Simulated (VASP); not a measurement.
# PbI2 (P-3m1) in VASP: notebook, part 2 of 2

VASP 6.6.1.

## (3) Relaxation of shape and atoms at fixed volume, PBE (42.76 Å³/atom)

This run uses another cell than the first one, of 42.76 Å³/atom.

Input file INCAR:

```
PREC = Accurate
ENCUT = 500
EDIFF = 1E-7
ISMEAR = 0
SIGMA = 0.02
LREAL = False
LASPH = True
NELM = 120
ALGO = Normal
ISIF = 4
LWAVE = False
LCHARG = False
GGA = PE
IBRION = 2
NSW = 50
EDIFFG = -0.01
GGA_COMPAT = False
NELMIN = 4
```

Input file KPOINTS:

```
Automatic mesh
0
Gamma
  6 6 4
```

Input file POSCAR:

```
PbI2
1.0
    4.5582673329      0.0000000000      0.0000000000
   -2.2791336665      3.9475753075      0.0000000000
    0.0000000000      0.0000000000      7.1293959092
Pb I
1 2
Direct
    0.0000000000      0.0000000000      0.0000000000
    0.3333333333      0.6666666667      0.2604386112
    0.6666666667      0.3333333333      0.7395613888
```

Potentials or basis: VASP PAW PBE potentials, release 64 (Pb_d, I).

Run with:

```bash
$ cat potpaw_PBE.64/Pb_d/POTCAR potpaw_PBE.64/I/POTCAR > POTCAR
$ mpirun -np 1 vasp_std > vasp.out
```

OUTCAR:

```text
PREC = Accurate
   ENCUT = 500
   EDIFF = 1E-7
   ISMEAR = 0
   LREAL = False
   LASPH = True
   NELM = 120
   ISIF = 4
   GGA = PE
   IBRION = 2
   NSW = 50
   EDIFFG = -0.01
   NELMIN = 4

 ion  position               nearest neighbor table
   1  0.000  0.000  0.000-   2 3.22   3 3.22   2 3.22   3 3.22   3 3.22   2 3.22
   2  0.333  0.667  0.260-   1 3.22   1 3.22   1 3.22
   3  0.667  0.333  0.740-   1 3.22   1 3.22   1 3.22

  LATTYP: Found a hexagonal cell.
 ALAT       =     4.5582673329
 C/A-ratio  =     1.5640583117

  Lattice vectors:

 A1 = (   4.5582673329,   0.0000000000,   0.0000000000)
 A2 = (  -2.2791336665,   3.9475753075,   0.0000000000)
 A3 = (   0.0000000000,   0.0000000000,   7.1293959092)

Analysis of symmetry for initial positions (statically):
=====================================================================
 Subroutine PRICEL returns:
 Original cell was already a primitive cell.

 Routine SETGRP: Setting up the symmetry group for a
 hexagonal supercell.

 Subroutine GETGRP returns: Found 12 space group operations
 (whereof 12 operations were pure point group operations)
[... 151 lines left out ...]
  energy-cutoff  :      500.00
  volume of cell :      128.29
 maximum number of plane-waves:      3283
 NGX is ok and might be reduce to    36
   NGX = 17   NGY = 17   NGZ = 25

--------------------------------------- Ionic step        1  -------------------------------------------

 number of electron      28.0000003 magnetization

 Free energy of the ion-electron system (eV)
  ---------------------------------------------------
  ext. energy  EPLUGINS =         0.00000000
  ---------------------------------------------------
  free energy    TOTEN  =        -8.57054774 eV

  energy without entropy =       -8.57054774  energy(sigma->0) =       -8.57054774

------------------------ aborting loop because EDIFF is reached ----------------------------------------

  FORCE on cell =-STRESS in cart. coord.  units (eV):
  Direction    XX          YY          ZZ          XY          YZ          ZX
  --------------------------------------------------------------------------------------
  -------------------------------------------------------------------------------------
  Total        1.2439868      1.2439868      1.1906909     -0.0000000      0.0000000      0.0000000
  in kB       15.5361500     15.5361500     14.8705381     -0.0000000      0.0000000      0.0000000
  external PRESSURE =      15.3142794 kB  Pullay stress =       0.0000000 kB
[... 172 lines left out ...]
--------------------------------------- Ionic step        6  -------------------------------------------

 number of electron      27.9999997 magnetization

 Free energy of the ion-electron system (eV)
  ---------------------------------------------------
  ext. energy  EPLUGINS =         0.00000000
  ---------------------------------------------------
  free energy    TOTEN  =        -8.57876266 eV

  energy without entropy =       -8.57876266  energy(sigma->0) =       -8.57876266

 E-fermi :   2.6089     XC(G=0):  -8.0359

 val. band max:        2.4549761189   @ k =   0.0000   0.0000   0.5000
 cond. band min:       4.6830975790   @ k =   0.0000   0.0000   0.5000
 fundamental gap:      2.2281214601
 Fermi energy:         2.6089019884

 k-point     1 :       0.0000    0.0000    0.0000
  band No.  band energies     occupation
      1     -13.6817      2.00000
      2     -13.6817      2.00000
      3     -13.6700      2.00000
      4     -13.6631      2.00000
      5     -13.6631      2.00000
      6      -9.6372      2.00000
[... 523 lines left out ...]
  FREE ENERGIE OF THE ION-ELECTRON SYSTEM (eV)
  ---------------------------------------------------
  free  energy   TOTEN  =        -8.5787626616 eV

  energy  without entropy=       -8.5787626616  energy(sigma->0) =       -8.57876266

 reached required accuracy - stopping structural energy minimisation
```

It took 89 s on 1 thread of Intel Xeon 6975P-C (Granite Rapids), shared host; peak memory 0.28 GiB.

Results:

```
Free energy               : -8.5788 eV
Energy gained by relaxing : 2.7 meV/atom
Ionic steps               : 6
Pressure after relaxing   : 1.0 GPa
Band gap on the k mesh    : 2.23 eV
```

The path:
| step | energy change (eV) | largest force (eV/Å) | pressure (GPa) | volume (Å³) |
| --- | --- | --- | --- | --- |
| 1 | 0.0000 | 0.1701 | 1.53 | 128.29 |
| 2 | -0.0026 | 0.1376 | 1.43 | 128.29 |
| 3 | -0.0071 | 0.0409 | 1.12 | 128.29 |
| 4 | -0.0076 | 0.0040 | 0.99 | 128.29 |
| 5 | -0.0079 | 0.0022 | 0.98 | 128.29 |
| 6 | -0.0082 | 0.0014 | 0.97 | 128.29 |

Final structure:
```xyz
3
Lattice="4.5865 0.0000 0.0000 -2.2932 3.9720 0.0000 0.0000 0.0000 7.0420" Properties=species:S:1:pos:R:3 pbc="T T T"
Pb    0.0000    0.0000    7.0420
I     0.0000    2.6480    1.8799
I     2.2932    1.3240    5.1621
```

Levels at points of the mesh, in eV from the valence-band top:
```csv
k point,band 10,band 11,band 12,band 13,band 14,band 15,band 16,band 17,band 18
"(0.00, 0.00, 0.00)",-0.96,-0.96,-0.88,-0.88,-0.69,2.49,3.34,3.34,6.37
"(0.50, 0.00, 0.00)",-2.32,-1.99,-1.53,-0.73,-0.37,2.84,3.64,4.61,5.11
"(0.00, 0.00, 0.50)",-1.09,-1.09,-0.70,-0.70,0.00,2.23,3.16,3.16,6.40
"(0.50, 0.00, 0.50)",-1.77,-1.66,-1.31,-1.09,-0.65,3.19,3.70,4.07,5.82
```

Caveat: spin-orbit coupling is left out, which moves the levels of the heavy elements; this functional lacks dispersion, which binds layers or chains, so the pressure and a relaxed spacing across them are unreliable. A k mesh can miss the band edges.

## (4) Relaxation of shape and atoms at fixed volume, PBE (44.22 Å³/atom)

This run uses another cell than the first one, of 44.22 Å³/atom.

Input file INCAR:

```
ALGO     = Normal         # electronic algorithm
EDIFF    = 1E-7           # SCF threshold, eV
EDIFFG   = -0.01          # ionic threshold
ENCUT    = 500            # plane-wave cutoff, eV
GGA      = PE             # functional
GGA_COMPAT= False        
IBRION   = 2              # ionic algorithm
ISIF     = 4              # what is computed and relaxed
ISMEAR   = 0              # smearing method
LASPH    = True           # aspherical terms in the spheres
LCHARG   = False          # write CHGCAR
LREAL    = False          # projectors in reciprocal space
LWAVE    = False          # write WAVECAR
NELM     = 120            # most SCF steps
NELMIN   = 4            
NSW      = 50             # ionic steps
PREC     = Accurate       # precision mode
SIGMA    = 0.02           # smearing width, eV
```

Input file KPOINTS:

```
k-points
0
Gamma
  6 6 4
```

Input file POSCAR:

```
PbI2
1.0
    4.5870979639      0.0000000000      0.0000000000
   -2.2935489820      3.9725433663      0.0000000000
    0.0000000000      0.0000000000      7.2800608022
Pb I
1 2
Direct
    0.0000000000      0.0000000000      0.0000000000
    0.3333333333      0.6666666667      0.2539386186
    0.6666666667      0.3333333333      0.7460613814
```

Potentials or basis: VASP PAW PBE potentials, release 64 (Pb_d, I).

Run with:

```bash
$ cat potpaw_PBE.64/Pb_d/POTCAR potpaw_PBE.64/I/POTCAR > POTCAR
$ mpirun -np 1 vasp_std > vasp.out
```

OUTCAR:

```text
EDIFF = 1E-7
   EDIFFG = -0.01
   ENCUT = 500
   GGA = PE
   IBRION = 2
   ISIF = 4
   ISMEAR = 0
   LASPH = True
   LREAL = False
   NELM = 120
   NELMIN = 4
   NSW = 50
   PREC = Accurate

 ion  position               nearest neighbor table
   1  0.000  0.000  0.000-   2 3.23   3 3.23   2 3.23   3 3.23   3 3.23   2 3.23
   2  0.333  0.667  0.254-   1 3.23   1 3.23   1 3.23
   3  0.667  0.333  0.746-   1 3.23   1 3.23   1 3.23

  LATTYP: Found a hexagonal cell.
 ALAT       =     4.5870979639
 C/A-ratio  =     1.5870733216

  Lattice vectors:

 A1 = (   4.5870979639,   0.0000000000,   0.0000000000)
 A2 = (  -2.2935489820,   3.9725433663,   0.0000000000)
 A3 = (   0.0000000000,   0.0000000000,   7.2800608022)

Analysis of symmetry for initial positions (statically):
=====================================================================
 Subroutine PRICEL returns:
 Original cell was already a primitive cell.

 Routine SETGRP: Setting up the symmetry group for a
 hexagonal supercell.

 Subroutine GETGRP returns: Found 12 space group operations
 (whereof 12 operations were pure point group operations)
 out of a pool of 24 trial point group operations.

The static configuration has the point symmetry D_3d.

Analysis of symmetry for dynamics (positions and initial velocities):
=====================================================================
 Subroutine PRICEL returns:
 Original cell was already a primitive cell.

 Routine SETGRP: Setting up the symmetry group for a
 hexagonal supercell.

 Subroutine GETGRP returns: Found 12 space group operations
 (whereof 12 operations were pure point group operations)
 out of a pool of 24 trial point group operations.

The dynamic configuration has the point symmetry D_3d.

 Subroutine INISYM returns: Found 12 space group operations
 (whereof 12 operations are pure point group operations),
 and found     1 'primitive' translations

[... 101 lines left out ...]
   ISIF   =      4    stress and relaxation
   ISYM   =      2    0-nonsym 1-usesym 2-fastsym
   POTIM  = 0.5000    time-step for ionic-motion
   TEBEG  =    0.0;   TEEND  =   0.0 temperature during run
   PSTRESS=    0.0 pullay stress
   NELECT =      28.0000    total number of electrons
   NUPDOWN=      -1.0000    fix difference up-down
   EMIN   =  10.00;   EMAX   =-10.00  energy-range for DOS
   EFERMI =   0.00;   METHOD = LEGACY
   ISMEAR =     0;   SIGMA  =   0.02  broadening in eV -4-tet -1-fermi 0-gaus
   EFERMI_NEDOS =   21; number of points for ismear=-14 and -15
   IALGO  =     38    algorithm
   IMIX   =      4    mixing-type and parameters
     AMIX     =   0.40;   BMIX     =  1.00
     AMIX_MAG =   1.60;   BMIX_MAG =  1.00
  volume/ion in A,a.u.               =      44.22       298.41
  Fermi-wavevector in a.u.,A,eV,Ry     =   0.974721  1.841955 12.926635  0.950081
  Thomas-Fermi vector in A             =   2.105203
   LORBIT       =      0    0 simple, 1 ext, 2 COOP (PROOUT), +10 PAW based schemes
   GGA     = PE    functional components
   LHFCALC =     F    Hartree Fock is set to
   AEXX    =    0.0000 exact exchange contribution
   IVDW    =     0    specifies the selected vdW correction
   LEPSILON=     F    determine dielectric tensor
   LRPA    =     F    only Hartree local field effects (RPA)
 conjugate gradient relaxation of ions
 non-spin polarized calculation
 Gauss-broadening in eV      SIGMA  =   0.02
  energy-cutoff  :      500.00
  volume of cell :      132.66
 maximum number of plane-waves:      3417
 NGX is ok and might be reduce to    36
   NGX = 17   NGY = 17   NGZ = 27

--------------------------------------- Ionic step        1  -------------------------------------------

 number of electron      28.0000000 magnetization

 Free energy of the ion-electron system (eV)
  ---------------------------------------------------
  ext. energy  EPLUGINS =         0.00000000
  ---------------------------------------------------
  free energy    TOTEN  =        -8.59138284 eV

  energy without entropy =       -8.59138284  energy(sigma->0) =       -8.59138284

------------------------ aborting loop because EDIFF is reached ----------------------------------------

  FORCE on cell =-STRESS in cart. coord.  units (eV):
  Direction    XX          YY          ZZ          XY          YZ          ZX
  --------------------------------------------------------------------------------------
  -------------------------------------------------------------------------------------
  Total        0.9867256      0.9867256      0.9378472     -0.0000000      0.0000000      0.0000000
  in kB       11.9169551     11.9169551     11.3266371     -0.0000000      0.0000000      0.0000000
  external PRESSURE =      11.7201824 kB  Pullay stress =       0.0000000 kB
[... 209 lines left out ...]
--------------------------------------- Ionic step        7  -------------------------------------------

 number of electron      27.9999999 magnetization

 Free energy of the ion-electron system (eV)
  ---------------------------------------------------
  ext. energy  EPLUGINS =         0.00000000
  ---------------------------------------------------
  free energy    TOTEN  =        -8.59999079 eV

  energy without entropy =       -8.59999079  energy(sigma->0) =       -8.59999079

 E-fermi :   2.2158     XC(G=0):  -7.8728

 val. band max:        2.0621347856   @ k =   0.0000   0.0000   0.5000
 cond. band min:       4.3641164896   @ k =   0.0000   0.0000   0.5000
 fundamental gap:      2.3019817040
 Fermi energy:         2.2157784632

 k-point     1 :       0.0000    0.0000    0.0000
  band No.  band energies     occupation
      1     -13.9878      2.00000
      2     -13.9878      2.00000
      3     -13.9786      2.00000
      4     -13.9712      2.00000
      5     -13.9712      2.00000
      6      -9.8553      2.00000
[... 523 lines left out ...]
  FREE ENERGIE OF THE ION-ELECTRON SYSTEM (eV)
  ---------------------------------------------------
  free  energy   TOTEN  =        -8.5999907924 eV

  energy  without entropy=       -8.5999907924  energy(sigma->0) =       -8.59999079

 reached required accuracy - stopping structural energy minimisation
```

OSZICAR:

```text
N       E                     dE             d eps       ncg     rms          rms(c)
DAV:   1     0.228367174171E+03    0.22837E+03   -0.11586E+04   872   0.131E+03
DAV:   2     0.138299962376E+02   -0.21454E+03   -0.20999E+03  1014   0.319E+02
DAV:   3    -0.805155467078E+01   -0.21882E+02   -0.21740E+02  1124   0.110E+02
[... 64 lines left out ...]
DAV:   5    -0.859998415785E+01   -0.72690E-05   -0.75616E-05  1238   0.773E-02    0.170E-02
DAV:   6    -0.859998877134E+01   -0.46135E-05   -0.52707E-06   902   0.182E-02    0.584E-03
DAV:   7    -0.859999055356E+01   -0.17822E-05   -0.16788E-06   946   0.835E-03    0.287E-03
DAV:   8    -0.859999073565E+01   -0.18209E-06   -0.22700E-07   760   0.416E-03    0.779E-04
DAV:   9    -0.859999079242E+01   -0.56776E-07   -0.72374E-08   598   0.199E-03
   7 F= -.85999908E+01 E0= -.85999908E+01  d E =-.736995E-03
```

Run time: 1.8 min. Hardware: 1 thread of Intel Xeon 6975P-C (Granite Rapids), shared host; peak memory 0.28 GiB.

Results:

```
Free energy               : -8.6000 eV
Energy gained by relaxing : 2.9 meV/atom
Ionic steps               : 7
Pressure after relaxing   : 0.6 GPa
Band gap on the k mesh    : 2.30 eV
```

Step by step:
```csv
step,energy change (eV),largest force (eV/Å),pressure (GPa),volume (Å³)
1,0.0000,0.1677,1.17,132.66
2,-0.0025,0.1377,1.07,132.66
3,-0.0069,0.0559,0.81,132.66
4,-0.0051,0.1039,0.30,132.66
5,-0.0079,0.0054,0.61,132.66
6,-0.0082,0.0036,0.60,132.66
7,-0.0086,0.0000,0.58,132.66
```

Final structure:
```cif
data_structure
_symmetry_space_group_name_H-M 'P 1'
_symmetry_Int_Tables_number 1
_cell_length_a 4.6187
_cell_length_b 4.6187
_cell_length_c 7.1806
_cell_angle_alpha 90.000
_cell_angle_beta 90.000
_cell_angle_gamma 120.000
_cell_volume 132.66
loop_
_atom_site_label
_atom_site_type_symbol
_atom_site_fract_x
_atom_site_fract_y
_atom_site_fract_z
_atom_site_occupancy
Pb1 Pb 0.00000 0.00000 0.00000 1
I1 I 0.33333 0.66667 0.26081 1
I2 I 0.66667 0.33333 0.73919 1
```

Caveat: spin-orbit coupling is left out, which moves the levels of the heavy elements; this functional lacks dispersion, which binds layers or chains, so the pressure and a relaxed spacing across them are unreliable.

## (5) Relaxation of shape and atoms at fixed volume, PBE (45.68 Å³/atom)

This run uses another cell than the first one, of 45.68 Å³/atom.

Input file INCAR:

```
PREC = Accurate
ENCUT = 500
EDIFF = 1E-7
ISMEAR = 0
SIGMA = 0.02
LREAL = False
LASPH = True
NELM = 120
ALGO = Normal
ISIF = 4
LWAVE = False
LCHARG = False
GGA = PE
IBRION = 2
NSW = 50
EDIFFG = -0.01
GGA_COMPAT = False
NELMIN = 4
```

Input file KPOINTS:

```
regular mesh
0
Gamma
  6 6 4
```

Input file POSCAR:

```
PbI2
1.0
    4.5937297865      0.0000000000      0.0000000000
   -2.2968648933      3.9782866932      0.0000000000
    0.0000000000      0.0000000000      7.4983655255
Pb I
1 2
Direct
    0.0000000000      0.0000000000      0.0000000000
    0.3333333333      0.6666666667      0.2473452451
    0.6666666667      0.3333333333      0.7526547549
```

Run with:

```bash
$ cat potpaw_PBE.64/Pb_d/POTCAR potpaw_PBE.64/I/POTCAR > POTCAR
$ mpirun -np 1 vasp_std > vasp.out
```

It took 1.9 min on 1 thread of Intel Xeon 6975P-C (Granite Rapids), shared host; peak memory 0.28 GiB.

The run converged. Its results:

- Free energy: -8.6123 eV
- Energy gained by relaxing: 3.1 meV/atom
- Ionic steps: 7
- Pressure after relaxing: 0.3 GPa
- Band gap on the k mesh: 2.38 eV

Step by step:
```csv
step,energy change (eV),largest force (eV/Å),pressure (GPa),volume (Å³)
1,0.0000,0.1537,0.93,137.03
2,-0.0022,0.1290,0.84,137.03
3,-0.0068,0.0545,0.57,137.03
4,-0.0065,0.0881,0.08,137.03
5,-0.0082,0.0154,0.33,137.03
6,-0.0088,0.0098,0.32,137.03
7,-0.0092,0.0008,0.30,137.03
```

Final structure:
```yaml
crystal:
  lattice:
    - [4.64310, 0.00000, 0.00000]
    - [-2.32155, 4.02104, 0.00000]
    - [0.00000, 0.00000, 7.33974]
  atoms:
    - { symbol: Pb, position: [0.00000, 0.00000, 0.00000] }
    - { symbol: I, position: [0.33333, 0.66667, 0.25439] }
    - { symbol: I, position: [0.66667, 0.33333, 0.74561] }
```

Levels at points of the mesh, in eV from the valence-band top:
```
           k point  band 12  band 13  band 14  band 15  band 16  band 17
(0.00, 0.00, 0.00)    -0.65    -0.65    -0.56     2.57     3.44     3.44
(0.50, 0.00, 0.00)    -1.11    -0.59    -0.31     3.06     3.88     4.67
(0.00, 0.00, 0.50)    -0.55    -0.55     0.00     2.38     3.33     3.33
(0.50, 0.00, 0.50)    -0.96    -0.80    -0.53     3.36     3.93     4.17
```

Caveat: spin-orbit coupling is left out, which moves the levels of the heavy elements; this functional lacks dispersion, which binds layers or chains, so the pressure and a relaxed spacing across them are unreliable. A k mesh can miss the band edges.

## (6) Summary

```tsv
task	cell	gap on the mesh (eV)	pressure (GPa)
single point	a = 4.682, b = 4.682, c = 8.448 Å, angles 90.0, 90.0, 120.0°, 3 atoms, atomic positions A	2.48	-0.1
relaxation of shape and atoms at fixed volume	relaxed from a = 4.558, b = 4.558, c = 7.129 Å, angles 90.0, 90.0, 120.0°, 3 atoms, atomic positions B	2.23	1.0
relaxation of shape and atoms at fixed volume	relaxed from a = 4.587, b = 4.587, c = 7.280 Å, angles 90.0, 90.0, 120.0°, 3 atoms, atomic positions C	2.30	0.6
relaxation of shape and atoms at fixed volume	relaxed from a = 4.594, b = 4.594, c = 7.498 Å, angles 90.0, 90.0, 120.0°, 3 atoms, atomic positions D	2.38	0.3
```

Alike in all rows: level PBE; potentials or basis VASP PAW PBE potentials, release 64 (Pb_d, I); no spin polarisation; k mesh 6 × 6 × 4; cutoff (eV) 500; smearing gaussian 0.02 eV.

Caveats: spin-orbit coupling is left out, which moves the levels of the heavy elements; this functional lacks dispersion, which binds layers or chains, so the pressure and a relaxed spacing across them are unreliable.

Absolute energies hang on the potentials; compare differences alone.
